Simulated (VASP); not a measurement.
# AlN: single point with r2SCAN

The system is AlN.

```
Al N
1.0
     0.00000    2.18886    2.18886
     2.18886    0.00000    2.18886
     2.18886    2.18886    0.00000
Al N
1 1
Direct
  0.00000 0.00000 0.00000
  0.25000 0.25000 0.25000
```

```yaml
Program: VASP 6.6.1
Task: single point
Functional: r2SCAN
Potentials_or_basis: VASP PAW PBE potentials, release 64 (Al, N)
Cutoff: 520 eV
k_mesh: 9 × 9 × 9
Occupations: fermi-dirac, width 0.05 eV
Spin: no spin polarisation
```

| Property | Result |
| --- | --- |
| Pressure | -1.5 GPa |
| Band gap on the k mesh | 4.12 eV, indirect (least direct gap 4.83 eV) |

Levels at points of the mesh, in eV from the valence-band top:
| k point | band 1 | band 2 | band 3 | band 4 | band 5 | band 6 | band 7 | band 8 |
| --- | --- | --- | --- | --- | --- | --- | --- | --- |
| (0.00, 0.00, 0.00) | -15.70 | 0.00 | 0.00 | 0.00 | 4.83 | 13.45 | 13.45 | 13.45 |

It took 20 s on 1 thread of Intel(R) Xeon(R) Platinum 8375C CPU @ 2.90GHz (Ice Lake), on a shared host, peak memory 0.14 GiB.

Caveat: the PAW data sets were made with another functional, which shifts forces and pressure a little. r2SCAN opens gaps a little over a GGA but as a rule still falls short of measured ones.
